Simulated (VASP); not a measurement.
A run of VASP 6.6.1 is set up as follows.

The input INCAR:

```
SYSTEM = Ga3Sb
  ALGO = Fast
  EDIFF = 1E-6
  ENCUT = 520
  GGA = PE
  ISIF = 2
  ISMEAR = 0
  IVDW = 12
  LASPH = .True.
  LCHARG = .False.
  LREAL = .False.
  LWAVE = .False.
  NBANDS = 30
  NELM = 100
  PREC = Accurate
  SIGMA = 0.15
```

Contents of KPOINTS:

```
k-points
0
Gamma
  14 14 14
  0 0 0
```

The input POSCAR:

```
Ga3Sb
1.0
   -2.1798437558      2.1798437558      4.3939110586
    2.1798437558     -2.1798437558      4.3939110586
    2.1798437558      2.1798437558     -4.3939110586
Ga Sb
3 1
Direct
    0.7500000000      0.2500000000      0.5000000000
    0.2500000000      0.7500000000      0.5000000000
    0.5000000000      0.5000000000      0.0000000000
    0.0000000000      0.0000000000      0.0000000000
```

Potentials or basis: VASP PAW PBE potentials, release 64 (Ga_d, Sb).

The run is started by

```sh
$ cat potpaw_PBE.64/Ga_d/POTCAR potpaw_PBE.64/Sb/POTCAR > POTCAR
$ mpirun -np 1 vasp_std > vasp.out
```

**Question.** Estimate the dispersion energy per atom.

**Answer.** -0.357 eV.

**Question.** What does it give for the pressure?

**Answer.** -0.1 GPa.
